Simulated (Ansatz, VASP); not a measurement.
## Sr in VASP and in Ansatz

```
CELL_PARAMETERS angstrom
3.66865 0.00000 0.00000
0.00000 3.66865 0.00000
0.00000 0.00000 3.66865
ATOMIC_POSITIONS crystal
Sr 0.00000 0.00000 0.00000
```

Alike in both runs: task single point; functional LDA; k mesh 9 × 9 × 9; occupations fermi-dirac, width 0.1 eV; non-collinear spin, spin-orbit coupling.

|  | VASP | Ansatz |
| --- | --- | --- |
| version | VASP 6.6.1 | Ansatz 0.2.0 |
| potentials or method | VASP PAW LDA potentials, release 64 (Sr_sv), cutoff 520 eV | plane waves (420 eV) with PAW, fully relativistic with spin-orbit coupling |
| valence electrons in the cell | 10 | 10 |

|  | VASP | Ansatz | Ansatz less VASP |
| --- | --- | --- | --- |
| net moment per atom (μB) | 0.00 | 0.00 | 0.000 |

Ansatz warns that its potentials were made for another functional, while VASP's fit it. LDA's correlation is that of Perdew and Zunger in VASP and of Perdew and Wang (1992) in Ansatz.
